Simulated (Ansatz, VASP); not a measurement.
**One calculation of ZrSi3O8, two programs**

The input INCAR:

```
  PREC = Accurate
  ENCUT = 600
  EDIFF = 1E-6
  ISMEAR = 0
  SIGMA = 0.02
  LREAL = F
  LASPH = T
  NELM = 120
  ALGO = Normal
  ISIF = 2
  LWAVE = F
  LCHARG = F
  GGA = RE
  NBANDS = 48
  GGA_COMPAT = F
```

Contents of KPOINTS:

```
Automatic mesh
0
Gamma
  4 4 4
```

The input POSCAR:

```
ZrSi3O8
1.0
    3.7632118877     -3.8309161048     -0.0003043822
    3.7632118877      3.8309161048     -0.0003043822
   -0.0038859409      0.0000000000      7.6155906323
Zr Si O
1 3 8
Direct
    0.4798894951      0.5201105049      0.0000000000
    0.9751639082      0.4760642587      0.7303488775
    0.5239357413      0.0248360918      0.2696511225
    0.0230690504      0.9769309496      0.5000000000
    0.0420240498      0.2398605982      0.6057903200
    0.5316661736      0.8576887329      0.0902641357
    0.1423112671      0.4683338264      0.9097358643
    0.7601394018      0.9579759502      0.3942096800
    0.0377575338      0.7393355560      0.6316425738
    0.5378912653      0.3148632120      0.2086817257
    0.6851367880      0.4621087347      0.7913182743
    0.2606644440      0.9622424662      0.3683574262
```

Input for Ansatz:

```yaml
crystal:
  lattice:
    - [3.7632118877, -3.8309161048, -0.0003043822]
    - [3.7632118877, 3.8309161048, -0.0003043822]
    - [-0.0038859409, 0.0, 7.6155906323]
  atoms:
    - { symbol: Zr, position: [0.4798894951, 0.5201105049, 0.0] }
    - { symbol: Si, position: [0.9751639082, 0.4760642587, 0.7303488775] }
    - { symbol: Si, position: [0.5239357413, 0.0248360918, 0.2696511225] }
    - { symbol: Si, position: [0.0230690504, 0.9769309496, 0.5] }
    - { symbol: O, position: [0.0420240498, 0.2398605982, 0.60579032] }
    - { symbol: O, position: [0.5316661736, 0.8576887329, 0.0902641357] }
    - { symbol: O, position: [0.1423112671, 0.4683338264, 0.9097358643] }
    - { symbol: O, position: [0.7601394018, 0.9579759502, 0.39420968] }
    - { symbol: O, position: [0.0377575338, 0.739335556, 0.6316425738] }
    - { symbol: O, position: [0.5378912653, 0.314863212, 0.2086817257] }
    - { symbol: O, position: [0.685136788, 0.4621087347, 0.7913182743] }
    - { symbol: O, position: [0.260664444, 0.9622424662, 0.3683574262] }
basis:
  ecutwfc: 420
kpoints:
  mp_grid: { grid: [4, 4, 4] }
hamiltonian:
  xc: revpbe
scf:
  occupations: { method: gaussian, width: 0.02 }
output:
  forces: true
  eigenvalues: true
  stress: true
```

Alike in both runs: task single point; functional revPBE; k mesh 4 × 4 × 4; occupations gaussian, width 0.02 eV; no spin polarisation.

|  | VASP | Ansatz |
| --- | --- | --- |
| version | VASP 6.6.1 | Ansatz 0.2.0 |
| potentials or method | VASP PAW PBE potentials, release 64 (Zr_sv, Si, O), cutoff 600 eV | scalar-relativistic, plane waves, PAW |
| valence electrons in the cell | 72 | 72 |

Ansatz gave:

- gap on the k mesh at the Fermi level (eV): 5.39
- pressure (GPa): 1.6
- rms of the force components (eV/Å): 0.045

Problem. What did VASP give for the same quantities?

Solution. gap on the k mesh at the Fermi level (eV): 5.39; pressure (GPa): 1.4; rms of the force components (eV/Å): 0.042.

VASP's potentials were made for PBE, not for revPBE. Atom by atom the forces differ by 0.017 eV/Å (rms over components).
